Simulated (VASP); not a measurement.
Runs of VASP 6.6.1 on SnO2. The structure is that of space group I4_1/amd (No. 141), or close to it. The cells are those of the table. 

```tsv
task	cell	gap on the mesh (eV)	pressure (GPa)	largest force (eV/Å)
relaxation of cell and atoms	relaxed to 4 GPa from a = 5.853 Å, angles 140.0, 140.0, 57.8°, 6 atoms	(b)	4.0	0.03
relaxation of cell and atoms	relaxed from a = 5.853 Å, angles 140.0, 140.0, 57.8°, 6 atoms	1.53	0.1	0.02
relaxation of cell and atoms	relaxed to 6 GPa from a = 5.853 Å, angles 140.0, 140.0, 57.8°, 6 atoms	(d)	6.1	0.04
single point	a = 5.764 Å, angles 139.7, 139.7, 58.3°, 6 atoms	1.86	6.5	0.02
single point	a = 5.795 Å, angles 139.8, 139.8, 58.2°, 6 atoms	(a)	4.5	0.02
single point	a = 5.825 Å, angles 139.9, 139.9, 58.1°, 6 atoms	1.65	2.5	0.03
single point	a = 5.856 Å, angles 139.9, 139.9, 57.9°, 6 atoms	(c)	0.4	0.03
relaxation of cell and atoms	relaxed to 8 GPa from a = 5.853 Å, angles 140.0, 140.0, 57.8°, 6 atoms	1.93	8.1	0.04
single point	a = 5.734 Å, angles 139.6, 139.6, 58.5°, 6 atoms	1.95	8.5	0.03
relaxation of cell and atoms	relaxed to 2 GPa from a = 5.853 Å, angles 140.0, 140.0, 57.8°, 6 atoms	1.63	2.0	0.01
```

Alike in all rows: level PBEsol; potentials or basis VASP PAW PBE potentials, release 64 (Sn_d, O); no spin polarisation; k mesh 6 × 6 × 6; cutoff (eV) 600; smearing gaussian 0.01 eV.

Q: Estimate the missing entries.

A: (a) 1.76; (b) 1.73; (c) 1.54; (d) 1.83.

Caveats: the PAW data sets were made with another functional, which shifts forces and pressure a little; spin-orbit coupling is left out, which moves the levels of the heavy elements; the relaxation stopped at a loose force limit of 0.05 eV/Å, so its end isn't a converged minimum (some runs); the cell is relaxed towards a set pressure, so the enthalpy falls and the energy may rise (some runs).

A k mesh can miss the band edges, and the runs leave out spin-orbit coupling on Sn.
